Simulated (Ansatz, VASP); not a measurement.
**Two plane-wave programs on SiC**

```
Si C
1.0
     0.00000    2.16593    2.16593
     2.16593    0.00000    2.16593
     2.16593    2.16593    0.00000
Si C
1 1
Direct
  0.00000 0.00000 0.00000
  0.75000 0.75000 0.75000
```

Alike in both runs: task single point; functional PBEsol; dispersion D3(BJ); k mesh 10 × 10 × 10; occupations gaussian, width 0.05 eV; no spin polarisation.

|  | VASP | Ansatz |
| --- | --- | --- |
| version | VASP 6.6.1 | Ansatz 0.2.0 |
| potentials or method | VASP PAW PBE potentials, release 64 (Si, C), cutoff 520 eV | scalar-relativistic, plane waves, PAW |
| valence electrons in the cell | 8 | 8 |

|  | VASP | Ansatz | Ansatz less VASP |
| --- | --- | --- | --- |
| gap on the k mesh at the Fermi level (eV) | 1.22 | 1.23 | +0.010 |
| least direct gap on the mesh (eV) | 4.46 | 4.47 | +0.010 |
| pressure (GPa) | 0.4 | 0.0 | -0.37 |

VASP's potentials were made for PBE, not for PBEsol.
